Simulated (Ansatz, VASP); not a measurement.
**CaO in VASP and in Ansatz**

```
CELL_PARAMETERS angstrom
0.00000 2.32562 2.32562
2.32562 0.00000 2.32562
2.32562 2.32562 0.00000
ATOMIC_POSITIONS crystal
Ca 0.00000 0.00000 0.00000
O 0.50000 0.50000 0.50000
```

Change from the starting cell: hydrostatic strain -3.0%.

Alike in both runs: task single point; functional HSE06; k mesh 6 × 6 × 6; no spin polarisation.

|  | VASP | Ansatz |
| --- | --- | --- |
| version | VASP 6.6.1 | Ansatz 0.2.0 |
| potentials or method | VASP PAW PBE potentials, release 64 (Ca_sv, O) | plane waves, PAW |
| plane-wave cutoff (eV) | 520 | 420 |
| occupations | gaussian, width 0.01 eV | fixed |
| valence electrons in the cell | 16 | 16 |

VASP gave:

- gap on the k mesh at the Fermi level (eV): 5.26
- pressure (GPa): 14.2

Problem. Estimate Ansatz's values.

Solution. gap on the k mesh at the Fermi level (eV): 5.28; pressure (GPa): 13.1.

Ansatz's warnings: stress exchange threshold loose, stress scf threshold loose.
